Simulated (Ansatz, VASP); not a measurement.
# One calculation of HfC, two programs

Contents of INCAR:

```
SYSTEM = HfC
PREC     = Accurate       ! precision mode
ENCUT    = 520            ! plane-wave cutoff, eV
EDIFF    = 1E-6           ! SCF threshold, eV
ISMEAR   = 0              ! smearing method
SIGMA    = 0.15           ! smearing width, eV
LREAL    = .False.        ! projectors in reciprocal space
LASPH    = .True.         ! aspherical terms in the spheres
NELM     = 100            ! most SCF steps
ALGO     = Normal         ! electronic algorithm
ISIF     = 2              ! what is computed and relaxed
LWAVE    = .False.        ! write WAVECAR
LCHARG   = .True.         ! write CHGCAR
GGA      = PS             ! functional
LELF     = .True.         ! ELF
LVHAR    = .True.       
NBANDS   = 14             ! bands
```

The input KPOINTS:

```
Automatic mesh
0
Gamma
  18 18 18
  0 0 0
```

File POSCAR:

```
HfC
1.0
    0.0000000000      2.5575000000      2.3250000000
    2.3250000000      0.0000000000      2.3250000000
    2.3250000000      2.5575000000      0.0000000000
Hf C
1 1
Direct
    0.5000000000      0.5000000000      0.5000000000
    0.0000000000      0.0000000000      0.0000000000
```

Input for Ansatz:

```yaml
crystal:
  lattice:
    - [0.0, 2.5575, 2.325]
    - [2.325, 0.0, 2.325]
    - [2.325, 2.5575, 0.0]
  atoms:
    - { symbol: Hf, position: [0.5, 0.5, 0.5] }
    - { symbol: C, position: [0.0, 0.0, 0.0] }
basis:
  ecutwfc: 420
kpoints:
  mp_grid: { grid: [18, 18, 18] }
hamiltonian:
  xc: pbesol
scf:
  occupations: { method: gaussian, width: 0.15 }
output:
  forces: true
  stress: true
  eigenvalues: true
  write_density: true
  write_potential: true
  elf: true
  volumetric_format: npy
```

Change from the starting cell: strain +0.1000 x Voigt [0, 1, 0, 0, 0, 0], atoms carried along.

Alike in both runs: task single point; functional PBEsol; k mesh 18 × 18 × 18; occupations gaussian, width 0.15 eV; no spin polarisation.

|  | VASP | Ansatz |
| --- | --- | --- |
| version | VASP 6.6.1 | Ansatz 0.2.0 |
| potentials or method | VASP PAW PBE potentials, release 64 (Hf_pv, C), cutoff 520 eV | scalar-relativistic, plane waves, PAW |
| valence electrons in the cell | 14 | 30 |

```tsv
	VASP	Ansatz	Ansatz less VASP
gap on the k mesh at the Fermi level (eV)	none	none	-
pressure (GPa)	-21.3	-20.6	+0.62
traceless stress, the component that is largest in VASP (GPa)	-13.03	-12.92	+0.109
```

VASP's potentials were made for PBE, not for PBEsol. A gap of «none» marks a metal or a gap that the smearing closes. VASP's potentials hold 14 valence electrons a cell and Ansatz's 30, so a difference there can come from the potentials and not from the codes.

Neither program's run includes spin-orbit coupling.
